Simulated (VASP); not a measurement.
Input of a VASP 6.6.1 run:

File INCAR:

```
PREC     = Accurate       # precision mode
ENCUT    = 410            # plane-wave cutoff, eV
EDIFF    = 1E-6           # SCF threshold, eV
ISMEAR   = -1             # smearing method
SIGMA    = 0.1861         # smearing width, eV
LREAL    = Auto         
LASPH    = True           # aspherical terms in the spheres
NELM     = 120            # most SCF steps
ALGO     = Normal         # electronic algorithm
ISIF     = 2              # what is computed and relaxed
LWAVE    = False          # write WAVECAR
LCHARG   = False          # write CHGCAR
GGA      = PE             # functional
ISYM     = -1           
NBANDS   = 132            # bands
GGA_COMPAT= False
```

File KPOINTS:

```
explicit points
1
Reciprocal
  0.25000000   0.25000000   0.25000000 1
```

Contents of POSCAR:

```
Ge2As
1.0
    8.2985660000      0.1181100000      0.0324410000
    0.1181100000      7.7552490000     -0.1054300000
    0.0324410000     -0.1054300000      7.8345330000
As Ge
7 14
Direct
    0.6110090568      0.1774928906      0.8408597335
    0.6562538582      0.1935218665      0.1298720012
    0.4344704314      0.8064915159      0.8674743913
    0.7581368225      0.5547797395      0.4108845685
    0.6025430480      0.6072031448      0.0799292477
    0.9042893337      0.9506769720      0.4393460112
    0.2079482144      0.0857289976      0.0324147413
    0.1886552913      0.6354216661      0.7865343525
    0.5883397805      0.9775536221      0.4704122310
    0.3768423170      0.3311338004      0.0487329998
    0.4532356230      0.6064157480      0.6492249117
    0.4752855416      0.9250284859      0.1530609438
    0.8249566299      0.9520473911      0.9635227701
    0.1443579543      0.2765078410      0.4856708250
    0.2190617338      0.8038585076      0.3945012703
    0.8811150046      0.4537152407      0.0861155280
    0.5306822519      0.3564947059      0.4589783940
    0.1783798985      0.4950267096      0.2365535819
    0.7822694940      0.7883176697      0.6449176648
    0.9205451905      0.1352830326      0.7179094764
    0.2094126328      1.0520884798      0.7038400544
```

Potentials or basis: VASP PAW PBE potentials, release 64 (As, Ge_d).

Command:

```sh
$ cat potpaw_PBE.64/As/POTCAR potpaw_PBE.64/Ge_d/POTCAR > POTCAR
$ mpirun -np 1 vasp_std > vasp.out
```

What does it give for the largest force?

2.843 eV/Å.

Predict the band gap on the k mesh.

zero (an odd number of electrons rules out a gap without spin polarisation).

Forces on the atoms (eV/Å):
```
As  -0.219  0.207 -2.827
As   1.466  0.347  2.064
As  -0.024  0.961  0.045
As   0.505 -0.581 -1.108
As   0.074  0.284  0.367
As   1.206  1.564 -1.732
As  -0.900 -0.283  0.710
Ge  -1.261 -0.071 -0.068
Ge  -0.614  0.383 -0.023
Ge   0.094  1.071 -0.509
Ge   0.078 -1.155 -1.577
Ge  -0.483  0.019  1.468
Ge   0.255 -1.116  0.323
Ge   0.026  0.515 -0.207
Ge   0.272  0.003  0.435
Ge  -0.092 -0.232  0.555
Ge  -0.059 -0.680 -0.189
Ge  -0.260  0.520  0.460
Ge  -0.587 -1.646  1.740
Ge  -0.693  1.110  0.055
Ge   1.216 -1.220  0.019
```

Caveat: the atoms stand as in a frame of molecular dynamics.
